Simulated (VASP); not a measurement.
Input of a VASP 6.6.1 run:

File INCAR:

```
ALGO = Normal
EDIFF = 1E-7
ENCUT = 520
GGA = PS
ISIF = 2
ISMEAR = 1
LASPH = T
LCHARG = F
LREAL = F
LWAVE = F
NBANDS = 38
NELM = 60
PREC = Accurate
SIGMA = 0.1
```

KPOINTS

```
k-points
0
Gamma
  9 9 3
```

Contents of POSCAR:

```
Rh
1.0
    2.6917450000      0.0000000000      0.0000000000
   -1.3458720000      2.3311190000      0.0000000000
    0.0000000000      0.0000000000      8.7980700000
Rh
4
Direct
    0.0000000000      0.0000000000      0.0000000000
    0.3333333333      0.6666666667      0.2500000000
    0.0000000000      0.0000000000      0.5000000000
    0.6666666667      0.3333333333      0.7500000000
```

Potentials or basis: VASP PAW PBE potentials, release 64 (Rh_pv).

Launch:

```console
$ cat potpaw_PBE.64/Rh_pv/POTCAR > POTCAR
$ mpirun -np 1 vasp_std > vasp.out
```

Task: Estimate the pressure.

Result: -5.9 GPa.

Task: Predict the band gap on the k mesh.

Result: Zero (band 30 reaches 12.29 eV, above the bottom of band 31 at 10.68 eV).

Stress tensor (GPa, compression positive):
```
-5.38  0.00  0.00
 0.00 -5.38  0.00
 0.00  0.00 -6.88
```

Caveat: the PAW data sets were made with another functional, which shifts forces and pressure a little.
